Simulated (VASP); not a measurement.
A run of VASP 6.6.1 is set up as follows.

Contents of INCAR:

```
PREC = Accurate
ENCUT = 600
EDIFF = 1E-6
ISMEAR = -1
SIGMA = 0.05
LREAL = False
LASPH = True
NELM = 60
ALGO = Normal
ISIF = 3
LWAVE = False
LCHARG = False
GGA = RE
IBRION = 2
NSW = 60
EDIFFG = -0.01
```

Contents of KPOINTS:

```
regular mesh
0
Gamma
  10 10 5
```

POSCAR

```
SiC
1.0
    3.0760000000      0.0000000000      0.0000000000
   -1.5380000000      2.6638941420      0.0000000000
    0.0000000000      0.0000000000      5.0480000000
Si C
2 2
Direct
    0.6666666667      0.3333333333      0.5000000000
    0.3333333333      0.6666666667      0.0000000000
    0.6666666667      0.3333333333      0.8850000000
    0.3333333333      0.6666666667      0.3850000000
```

Potentials or basis: VASP PAW PBE potentials, release 64 (Si, C).

The run is started by

```sh
$ cat potpaw_PBE.64/Si/POTCAR potpaw_PBE.64/C/POTCAR > POTCAR
$ mpirun -np 1 vasp_std > vasp.out
```

(1) Estimate the relaxed cell.

(2) What does it give for the space group after relaxing (to 0.05 Å)?

(3) Predict the relaxed volume.

(4) What does it give for the band gap on the k mesh?

Results:

(1) a = 3.101 Å, b = 3.101 Å, c = 5.088 Å, α = 90.00°, β = 90.00°, γ = 120.00°.

(2) P6_3mc (No. 186).

(3) 10.59 Å³/atom.

(4) 2.50 eV, indirect (least direct gap 3.95 eV).

Caveat: the PAW data sets were made with another functional, which shifts forces and pressure a little.
